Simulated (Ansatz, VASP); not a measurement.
# Al2BP3: VASP beside Ansatz

The input INCAR:

```
PREC = Accurate
ENCUT = 600
EDIFF = 1E-7
ISMEAR = 0
SIGMA = 0.1
LREAL = False
LASPH = True
NELM = 60
ALGO = Normal
ISIF = 3
LWAVE = False
LCHARG = False
GGA = PE
IBRION = 2
NSW = 90
EDIFFG = -0.04
```

KPOINTS

```
regular mesh
0
Gamma
  6 6 6
```

The input POSCAR:

```
Al2BP3
1.0
    2.5676728300      1.4824466000      4.3550327900
   -2.5676728300      1.4824466000      4.3550327900
    0.0000000000     -2.9648932000      4.3550327900
Al B P
2 1 3
Direct
    0.1246170000      0.1246170000      0.1246170000
    0.8753830000      0.8753830000      0.8753830000
    0.5000000000      0.5000000000      0.5000000000
    0.0000000000      0.5000000000      0.5000000000
    0.5000000000      0.0000000000      0.5000000000
    0.5000000000      0.5000000000      0.0000000000
```

Input for Ansatz:

```yaml
crystal:
  lattice:
    - [2.56767283, 1.4824466, 4.35503279]
    - [-2.56767283, 1.4824466, 4.35503279]
    - [0.0, -2.9648932, 4.35503279]
  atoms:
    - { symbol: Al, position: [0.124617, 0.124617, 0.124617] }
    - { symbol: Al, position: [0.875383, 0.875383, 0.875383] }
    - { symbol: B, position: [0.5, 0.5, 0.5] }
    - { symbol: P, position: [0.0, 0.5, 0.5] }
    - { symbol: P, position: [0.5, 0.0, 0.5] }
    - { symbol: P, position: [0.5, 0.5, 0.0] }
basis:
  ecutwfc: 420
kpoints:
  mp_grid: { grid: [6, 6, 6] }
hamiltonian:
  xc: pbe
scf:
  occupations: { method: gaussian, width: 0.1 }
  lower_state_search: "off"
output:
  forces: true
  stress: true
  eigenvalues: true
relax:
  adjacent_minimum: "off"
  f_tol: 0.04
  max_steps: 70
  cell: { stress_tol: 0.4 }
```

Change from the starting cell: species swapped into the Dy2Fe3Ni type (R-3m, No. 166).

Alike in both runs: task relaxation of cell and atoms; functional PBE; k mesh 6 × 6 × 6; occupations gaussian, width 0.1 eV; no spin polarisation.

|  | VASP | Ansatz |
| --- | --- | --- |
| version | VASP 6.6.1 | Ansatz 0.2.0 |
| potentials or method | VASP PAW PBE potentials, release 64 (Al, B, P), cutoff 600 eV | scalar-relativistic, plane waves, PAW |
| valence electrons in the cell | 24 | 24 |

|  | VASP | Ansatz | Ansatz less VASP |
| --- | --- | --- | --- |
| gap on the k mesh at the Fermi level, each at its own relaxed structure (eV) | none | none | - |
| relaxed volume (Å³/atom) | 13.82 | 13.88 | +0.056 |
| relaxed length of the cell vector where the two differ most in proportion (Å) | 4.905 | 4.905 | -0.0002 |

A gap of «none» marks a metal or a gap that the smearing closes.

Noted on VASP's run: the volume moved by over 15 % at a fixed basis, so the end points are rough.
